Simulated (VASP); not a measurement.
# Zr3SiO8 (P-4m2) in VASP: notebook

The runs below take Zr3SiO8 through single point, with PBE.

Everything below comes from runs of VASP 6.6.1. Logs are shortened: lines on timing, memory, paths and dates and some standing lists are left out, and cuts for length are marked.

**1. The cell of the first run**

Symmetry: P-4m2, No. 115, tetragonal system. The conventional cell has a = 3.508 Å, b = 3.508 Å, c = 10.768 Å, α = 90.00°, β = 90.00°, γ = 90.00°. Zr (site symmetry -4m2) has 8 O at 2.03 to 2.46 Å within 2.7 Å. Zr (site symmetry 2mm) has 8 O at 2.01 to 2.57 Å within 2.7 Å. Si (site symmetry -4m2) has 8 O at 1.92 to 2.43 Å within 2.5 Å. O (site symmetry 2mm) has 2 Si at 1.92 Å and 5 O at 2.46 to 2.64 Å and 2 Zr at 2.57 Å within 2.7 Å. O (site symmetry 2mm) has 4 Zr at 2.03 to 2.45 Å and 6 O at 2.58 to 2.73 Å within 2.8 Å. Within 2.9 Å of O (site symmetry 2mm) lie 4 Zr at 2.02 to 2.46 Å and 6 O at 2.58 to 2.89 Å. O (site symmetry 2mm) has 2 Zr at 2.01 Å and 2 Si at 2.43 Å and 6 O at 2.46 to 2.69 Å within 2.7 Å.

**2. Single point, PBE**

Contents of INCAR:

```
ALGO = Normal ; EDIFF = 1E-7
ENCUT = 520 ; GGA = PE
ISIF = 2 ; ISMEAR = 0
LASPH = T ; LCHARG = T
LELF = T ; LREAL = F
LVHAR = T ; LWAVE = F
NBANDS = 56 ; NELM = 60
PREC = Accurate ; SIGMA = 0.1
```

Contents of KPOINTS:

```
k-points
0
Gamma
  6 6 2
```

Contents of POSCAR:

```
Zr3SiO8
1.0
    3.5075023767      0.0000000000      0.0000000000
    0.0000000000      3.5075023767      0.0000000000
    0.0000000000      0.0000000000     10.7679149926
Zr Si O
3 1 8
Direct
    0.0000000000      0.0000000000      0.5000000000
    0.5000000000      0.5000000000      0.2467840789
    0.5000000000      0.5000000000      0.7532159211
    0.0000000000      0.0000000000      0.0000000000
    0.0000000000      0.5000000000      0.0721086980
    0.0000000000      0.5000000000      0.5941438083
    0.0000000000      0.5000000000      0.3402765249
    0.0000000000      0.5000000000      0.8440537235
    0.5000000000      0.0000000000      0.1559462765
    0.5000000000      0.0000000000      0.6597234751
    0.5000000000      0.0000000000      0.4058561917
    0.5000000000      0.0000000000      0.9278913020
```

Potentials or basis: VASP PAW PBE potentials, release 64 (Zr_sv, Si, O).

Run with:

```bash
$ cat potpaw_PBE.64/Zr_sv/POTCAR potpaw_PBE.64/Si/POTCAR potpaw_PBE.64/O/POTCAR > POTCAR
$ mpirun -np 1 vasp_std > vasp.out
```

OUTCAR:

```text
EDIFF = 1E-7
   ENCUT = 520
   GGA = PE
   ISIF = 2
   ISMEAR = 0
   LASPH = T
   LREAL = F
   NELM = 60
   PREC = Accurate

 ion  position               nearest neighbor table
   1  0.000  0.000  0.500-   6 2.03  11 2.03   6 2.03  11 2.03  10 2.46   7 2.46  10 2.46   7 2.46
                             2 3.69   3 3.69   2 3.69   3 3.69   2 3.69   3 3.69   2 3.69   3 3.69
   2  0.500  0.500  0.247-   9 2.01   9 2.01   7 2.02   7 2.02  11 2.45  11 2.45   5 2.57   5 2.57
                             1 3.69   1 3.69   1 3.69   1 3.69
   3  0.500  0.500  0.753-   8 2.01   8 2.01  10 2.02  10 2.02   6 2.45   6 2.45  12 2.57  12 2.57
                             1 3.69   1 3.69   1 3.69   1 3.69
   4  0.000  0.000  0.000-   5 1.92  12 1.92   5 1.92  12 1.92   9 2.43   8 2.43   9 2.43   8 2.43

   5  0.000  0.500  0.072-   4 1.92   4 1.92   2 2.57   2 2.57
   6  0.000  0.500  0.594-   1 2.03   1 2.03   3 2.45   3 2.45
   7  0.000  0.500  0.340-   2 2.02   2 2.02   1 2.46   1 2.46
   8  0.000  0.500  0.844-   3 2.01   3 2.01   4 2.43   4 2.43
   9  0.500  0.000  0.156-   2 2.01   2 2.01   4 2.43   4 2.43
  10  0.500  0.000  0.660-   3 2.02   3 2.02   1 2.46   1 2.46
  11  0.500  0.000  0.406-   1 2.03   1 2.03   2 2.45   2 2.45
  12  0.500  0.000  0.928-   4 1.92   4 1.92   3 2.57   3 2.57

  LATTYP: Found a simple tetragonal cell.
 ALAT       =     3.5075023767
 C/A-ratio  =     3.0699665563

  Lattice vectors:

 A1 = (   3.5075023767,   0.0000000000,   0.0000000000)
 A2 = (   0.0000000000,   3.5075023767,   0.0000000000)
 A3 = (   0.0000000000,   0.0000000000,  10.7679149926)

Analysis of symmetry for initial positions (statically):
=====================================================================
 Subroutine PRICEL returns:
 Original cell was already a primitive cell.

 Routine SETGRP: Setting up the symmetry group for a
 simple tetragonal supercell.

 Subroutine GETGRP returns: Found  8 space group operations
 (whereof  8 operations were pure point group operations)
 out of a pool of 16 trial point group operations.

The static configuration has the point symmetry D_2d.

Analysis of symmetry for dynamics (positions and initial velocities):
=====================================================================
 Subroutine PRICEL returns:
 Original cell was already a primitive cell.

 Routine SETGRP: Setting up the symmetry group for a
 simple tetragonal supercell.

 Subroutine GETGRP returns: Found  8 space group operations
 (whereof  8 operations were pure point group operations)
 out of a pool of 16 trial point group operations.

The dynamic configuration has the point symmetry D_2d.

 Subroutine INISYM returns: Found  8 space group operations
 (whereof  8 operations are pure point group operations),
 and found     1 'primitive' translations

----------------------------------------------------------------------------------------

                                     Primitive cell

  volume of cell :     132.4731

  direct lattice vectors                    reciprocal lattice vectors
     3.507502377  0.000000000  0.000000000     0.285103157  0.000000000  0.000000000
     0.000000000  3.507502377  0.000000000     0.000000000  0.285103157  0.000000000
     0.000000000  0.000000000 10.767914993     0.000000000  0.000000000  0.092868489

  length of vectors
     3.507502377  3.507502377 10.767914993     0.285103157  0.285103157  0.092868489

  position of ions in fractional coordinates (direct lattice)
     0.000000000  0.000000000  0.500000000
     0.500000000  0.500000000  0.246784079
     0.500000000  0.500000000  0.753215921
     0.000000000  0.000000000  0.000000000
     0.000000000  0.500000000  0.072108698
     0.000000000  0.500000000  0.594143808
     0.000000000  0.500000000  0.340276525
     0.000000000  0.500000000  0.844053723
     0.500000000  0.000000000  0.155946277
     0.500000000  0.000000000  0.659723475
     0.500000000  0.000000000  0.405856192
     0.500000000  0.000000000  0.927891302

  ion indices of the primitive-cell ions
   primitive index   ion index
                 1           1
                 2           2
                 3           3
                 4           4
                 5           5
                 6           6
                 7           7
                 8           8
                 9           9
                10          10
                11          11
                12          12

----------------------------------------------------------------------------------------

 KPOINTS: k-points

Automatic generation of k-mesh.
 Grid dimensions read from file:
 generate k-points for:    6    6    2

 Generating k-lattice:

  Cartesian coordinates                     Fractional coordinates (reciprocal lattice)
     0.047517193  0.000000000  0.000000000     0.166666667  0.000000000  0.000000000
     0.000000000  0.047517193  0.000000000     0.000000000  0.166666667  0.000000000
[... 65 lines left out ...]
  Thomas-Fermi vector in A             =   2.548495
   LORBIT       =      0    0 simple, 1 ext, 2 COOP (PROOUT), +10 PAW based schemes
   GGA     = PE    functional components
   LHFCALC =     F    Hartree Fock is set to
   AEXX    =    0.0000 exact exchange contribution
   IVDW    =     0    specifies the selected vdW correction
   LEPSILON=     F    determine dielectric tensor
   LRPA    =     F    only Hartree local field effects (RPA)
 non-spin polarized calculation
 Gauss-broadening in eV      SIGMA  =   0.10
  energy-cutoff  :      520.00
  volume of cell :      132.47
 maximum number of plane-waves:      3632
 NGX is ok and might be reduce to    28
   NGX = 13   NGY = 13   NGZ = 41

 number of electron      88.0000002 magnetization

 Free energy of the ion-electron system (eV)
  ---------------------------------------------------
  ext. energy  EPLUGINS =         0.00000000
  ---------------------------------------------------
  free energy    TOTEN  =      -105.68004774 eV

  energy without entropy =     -105.68004774  energy(sigma->0) =     -105.68004774

 E-fermi :   6.3025     XC(G=0): -11.4630

 val. band max:        5.8499213101   @ k =   0.0000   0.0000   0.0000
 cond. band min:       7.4701132212   @ k =   0.0000   0.0000   0.0000
 fundamental gap:      1.6201919111
 Fermi energy:         6.3024798646

 k-point     1 :       0.0000    0.0000    0.0000
  band No.  band energies     occupation
      1     -41.3967      2.00000
      2     -41.3047      2.00000
      3     -41.3017      2.00000
      4     -19.9329      2.00000
      5     -19.6618      2.00000
      6     -19.4558      2.00000
[... 48 lines left out ...]
     55      14.3054      0.00000
     56      14.3185      0.00000

 k-point     2 :       0.1667    0.0000    0.0000
  band No.  band energies     occupation
      1     -41.3901      2.00000
      2     -41.2986      2.00000
      3     -41.2964      2.00000
      4     -19.9015      2.00000
      5     -19.6991      2.00000
      6     -19.5539      2.00000
[... 48 lines left out ...]
     55      13.7982      0.00000
     56      14.1324      0.00000

 k-point     3 :       0.3333    0.0000    0.0000
  band No.  band energies     occupation
      1     -41.3767      2.00000
      2     -41.2866      2.00000
      3     -41.2856      2.00000
      4     -19.9583      2.00000
      5     -19.8608      2.00000
      6     -19.8053      2.00000
[... 936 lines left out ...]
 k-point    19 :       0.5000    0.3333    0.5000
  band No.  band energies     occupation
      1     -41.3523      2.00000
      2     -41.2626      2.00000
      3     -41.2623      2.00000
      4     -20.0295      2.00000
      5     -19.9980      2.00000
      6     -19.9255      2.00000
[... 48 lines left out ...]
     55      12.6003      0.00000
     56      13.1281      0.00000

 k-point    20 :       0.5000    0.5000    0.5000
  band No.  band energies     occupation
      1     -41.3464      2.00000
      2     -41.2564      2.00000
      3     -41.2564      2.00000
      4     -20.0692      2.00000
      5     -20.0692      2.00000
      6     -19.9004      2.00000
[... 48 lines left out ...]
     55      12.4378      0.00000
     56      12.4379      0.00000

------------------------ aborting loop because EDIFF is reached ----------------------------------------

  FORCE on cell =-STRESS in cart. coord.  units (eV):
  Direction    XX          YY          ZZ          XY          YZ          ZX
  --------------------------------------------------------------------------------------
  -------------------------------------------------------------------------------------
  Total        0.0988749      0.0988749      0.3828843      0.0000000      0.0000000      0.0000000
  in kB        1.1958287      1.1958287      4.6307419      0.0000000      0.0000000      0.0000000
  external PRESSURE =       2.3407998 kB  Pullay stress =       0.0000000 kB

 VOLUME and BASIS-vectors are now :
 -----------------------------------------------------------------------------
  energy-cutoff  :      520.00
  volume of cell :      132.47
      direct lattice vectors                 reciprocal lattice vectors
     3.507502377  0.000000000  0.000000000     0.285103157  0.000000000  0.000000000
     0.000000000  3.507502377  0.000000000     0.000000000  0.285103157  0.000000000
     0.000000000  0.000000000 10.767914993     0.000000000  0.000000000  0.092868489

 POSITION                                       TOTAL-FORCE (eV/Angst)
 -----------------------------------------------------------------------------------
      0.00000      0.00000      5.38396         0.000000     -0.000000      0.000000
      1.75375      1.75375      2.65735        -0.000000      0.000000     -0.000775
      1.75375      1.75375      8.11057        -0.000000      0.000000      0.000775
      0.00000      0.00000      0.00000        -0.000000     -0.000000      0.000000
      0.00000      1.75375      0.77646        -0.000000     -0.000000      0.013102
      0.00000      1.75375      6.39769         0.000000     -0.000000      0.034312
      0.00000      1.75375      3.66407        -0.000000     -0.000000      0.038166
      0.00000      1.75375      9.08870        -0.000000     -0.000000      0.043973
      1.75375      0.00000      1.67922         0.000000     -0.000000     -0.043973
      1.75375      0.00000      7.10385        -0.000000      0.000000     -0.038166
      1.75375      0.00000      4.37022         0.000000     -0.000000     -0.034312
      1.75375      0.00000      9.99145        -0.000000     -0.000000     -0.013102
 -----------------------------------------------------------------------------------
    total drift:                                0.000000     -0.000000      0.000000

  FREE ENERGIE OF THE ION-ELECTRON SYSTEM (eV)
  ---------------------------------------------------
  free  energy   TOTEN  =      -105.6800477386 eV

  energy  without entropy=     -105.6800477386  energy(sigma->0) =     -105.68004774
```

Wall time 2.9 min (1 thread of Intel Xeon Platinum 8259CL at 2.50GHz (Skylake/Cascade Lake), shared host); peak memory 0.3 GiB.

Results:

- Free energy: -105.6800 eV
- Pressure: 0.2 GPa
- Largest force: 0.044 eV/Å
- Band gap on the k mesh: 1.62 eV

Forces in eV/Å, atoms in the order of the input:
```
Zr   0.000  0.000  0.000
Zr   0.000  0.000 -0.001
Zr   0.000  0.000  0.001
Si   0.000  0.000  0.000
O    0.000  0.000  0.013
O    0.000  0.000  0.034
O    0.000  0.000  0.038
O    0.000  0.000  0.044
O    0.000  0.000 -0.044
O    0.000  0.000 -0.038
O    0.000  0.000 -0.034
O    0.000  0.000 -0.013
```

A k mesh can miss the band edges.

**3. Single point, PBE**

This run uses another cell than the first one, of 11.54 Å³/atom.

Contents of INCAR:

```
SYSTEM = Zr3SiO8
PREC = Accurate
ENCUT = 520
EDIFF = 1E-6
ISMEAR = 0
SIGMA = 0.1
LREAL = .False.
LASPH = .True.
NELM = 60
ALGO = Normal
ISIF = 2
LWAVE = .False.
LCHARG = .False.
GGA = PE
NBANDS = 56
```

Contents of KPOINTS:

```
Automatic mesh
0
Gamma
  6 6 2
  0 0 0
```

Contents of POSCAR:

```
Zr3SiO8
1.0
    3.6363259000      0.0000000000      0.0000000000
    0.0000000000      3.6363259000      0.0000000000
    0.0000000000      0.0000000000     10.4698194700
Zr Si O
3 1 8
Direct
    0.0000000000      0.0000000000      0.5000000000
    0.5000000000      0.5000000000      0.2500000000
    0.5000000000      0.5000000000      0.7500000000
    0.0000000000      0.0000000000      0.0000000000
    0.0000000000      0.5000000000      0.1015000000
    0.0000000000      0.5000000000      0.6015000000
    0.0000000000      0.5000000000      0.3515000000
    0.0000000000      0.5000000000      0.8515000000
    0.5000000000      0.0000000000      0.1485000000
    0.5000000000      0.0000000000      0.6485000000
    0.5000000000      0.0000000000      0.3985000000
    0.5000000000      0.0000000000      0.8985000000
```

Potentials or basis: VASP PAW PBE potentials, release 64 (Zr_sv, Si, O).

Run with:

```bash
$ cat potpaw_PBE.64/Zr_sv/POTCAR potpaw_PBE.64/Si/POTCAR potpaw_PBE.64/O/POTCAR > POTCAR
$ mpirun -np 1 vasp_std > vasp.out
```

Run time: 2.9 min. Hardware: 1 thread of Intel Xeon Platinum 8259CL at 2.50GHz (Skylake/Cascade Lake), shared host; peak memory 0.3 GiB.

The run converged. Its results:

| Quantity | Value |
| --- | --- |
| Free energy | -104.4905 eV |
| Pressure | -12.3 GPa |
| Largest force | 2.248 eV/Å |
| Band gap on the k mesh | 0.92 eV |

Forces on the atoms (eV/Å):
```
Zr   0.000  0.000  0.000
Zr   0.000  0.000 -0.126
Zr   0.000  0.000  0.126
Si   0.000  0.000  0.000
O    0.000  0.000 -2.248
O    0.000  0.000 -0.268
O    0.000  0.000 -0.313
O    0.000  0.000  0.119
O    0.000  0.000 -0.119
O    0.000  0.000  0.313
O    0.000  0.000  0.268
O    0.000  0.000  2.248
```

Stress tensor (GPa, compression positive):
```
-14.08   0.00   0.00
  0.00 -14.08   0.00
  0.00   0.00  -8.78
```

Levels at points of the mesh, in eV from the valence-band top:
```tsv
k point	band 40	band 41	band 42	band 43	band 44	band 45	band 46	band 47	band 48	band 49
(0.00, 0.00, 0.00)	-0.33	-0.21	-0.21	0.00	0.00	0.92	3.94	4.21	4.39	4.52
(0.50, 0.00, 0.00)	-1.24	-1.10	-1.05	-0.35	-0.11	2.97	4.24	4.32	4.43	4.77
(0.50, 0.50, 0.00)	-0.60	-0.31	-0.29	-0.14	-0.12	2.81	4.82	4.91	4.95	4.96
(0.00, 0.00, 0.50)	-0.79	-0.20	-0.20	-0.01	-0.01	1.16	3.94	4.04	4.38	4.67
(0.50, 0.00, 0.50)	-1.39	-0.85	-0.79	-0.63	-0.37	3.00	4.22	4.34	4.41	4.54
(0.50, 0.50, 0.50)	-0.53	-0.44	-0.21	-0.17	-0.16	2.83	4.80	4.86	4.93	4.93
```

Caveat: the cell stands under tension; forces of over 1 eV/Å act on the atoms, so gaps and moduli don't describe the material at rest. A k mesh can miss the band edges.

**4. Single point, PBE**

Contents of INCAR:

```
SYSTEM = Zr3SiO8
ALGO = Normal ; EDIFF = 1E-6
ENCUT = 520 ; GGA = PE
ISIF = 2 ; ISMEAR = 0
LASPH = .TRUE. ; LCHARG = .TRUE.
LELF = .TRUE. ; LREAL = .FALSE.
LVHAR = .TRUE. ; LWAVE = .FALSE.
NBANDS = 56 ; NELM = 80
PREC = Accurate ; SIGMA = 0.02
```

Contents of KPOINTS:

```
k-points
0
G
  8 8 4
  0 0 0
```

Contents of POSCAR:

```
Zr3SiO8
1.0
    3.5043909113      0.0000000000      0.0000000000
    0.0000000000      3.5043909113      0.0000000000
    0.0000000000      0.0000000000     10.7873024261
Zr Si O
3 1 8
Direct
    0.0000000000      0.0000000000      0.5000000000
    0.5000000000      0.5000000000      0.2468761479
    0.5000000000      0.5000000000      0.7531238521
    0.0000000000      0.0000000000      0.0000000000
    0.0000000000      0.5000000000      0.0717339174
    0.0000000000      0.5000000000      0.5940553738
    0.0000000000      0.5000000000      0.3402793513
    0.0000000000      0.5000000000      0.8438722931
    0.5000000000      0.0000000000      0.1561277069
    0.5000000000      0.0000000000      0.6597206487
    0.5000000000      0.0000000000      0.4059446262
    0.5000000000      0.0000000000      0.9282660826
```

Run with:

```bash
$ cat potpaw_PBE.64/Zr_sv/POTCAR potpaw_PBE.64/Si/POTCAR potpaw_PBE.64/O/POTCAR > POTCAR
$ mpirun -np 1 vasp_std > vasp.out
```

Run time: 6 min. Hardware: 1 thread of Intel Xeon Platinum 8259CL at 2.50GHz (Skylake/Cascade Lake), shared host; peak memory 0.39 GiB.

The run converged. Its results:

```yaml
Free_energy: -105.6801 eV
Pressure: 0.4 GPa
Largest_force: 0.040 eV/Å
Band_gap_on_the_k_mesh: 1.64 eV
```

Forces on the atoms (eV/Å):
```
Zr   0.000  0.000  0.000
Zr   0.000  0.000 -0.007
Zr   0.000  0.000  0.007
Si   0.000  0.000  0.000
O    0.000  0.000  0.028
O    0.000  0.000  0.033
O    0.000  0.000  0.035
O    0.000  0.000  0.040
O    0.000  0.000 -0.040
O    0.000  0.000 -0.035
O    0.000  0.000 -0.033
O    0.000  0.000 -0.028
```

Stress tensor (GPa, compression positive):
```
0.45 0.00 0.00
0.00 0.45 0.00
0.00 0.00 0.26
```

Levels at points of the mesh, in eV from the valence-band top:
```
           k point  band 42  band 43  band 44  band 45  band 46  band 47
(0.00, 0.00, 0.00)    -0.06     0.00     0.00     1.64     4.56     4.78
(0.50, 0.00, 0.00)    -0.76    -0.35    -0.28     3.95     4.77     4.87
(0.50, 0.50, 0.00)    -0.44    -0.24    -0.07     5.22     5.33     5.47
(0.00, 0.00, 0.50)    -0.05     0.00     0.00     1.74     4.57     4.62
(0.50, 0.00, 0.50)    -0.71    -0.49    -0.35     3.96     4.74     4.89
(0.50, 0.50, 0.50)    -0.33    -0.26    -0.19     5.30     5.32     5.49
```

A k mesh can miss the band edges.

**5. Summary**

```tsv
cell	k mesh	smearing	gap on the mesh (eV)	pressure (GPa)	largest force (eV/Å)
a = 3.508, b = 3.508, c = 10.768 Å, 12 atoms, atomic positions A	6 × 6 × 2	gaussian 0.1 eV	1.62	0.2	0.04
a = 3.636, b = 3.636, c = 10.470 Å, 12 atoms, atomic positions B	6 × 6 × 2	gaussian 0.1 eV	0.92	-12.3	2.25
a = 3.504, b = 3.504, c = 10.787 Å, 12 atoms, atomic positions A	8 × 8 × 4	gaussian 0.02 eV	1.64	0.4	0.04
```

Alike in all rows: task single point; level PBE; potentials or basis VASP PAW PBE potentials, release 64 (Zr_sv, Si, O); no spin polarisation; cutoff (eV) 520.

Caveats: the cell stands under tension (at least some runs); forces of over 1 eV/Å act on the atoms, so gaps and moduli don't describe the material at rest (at least some runs).

Absolute energies hang on the potentials; compare differences alone.
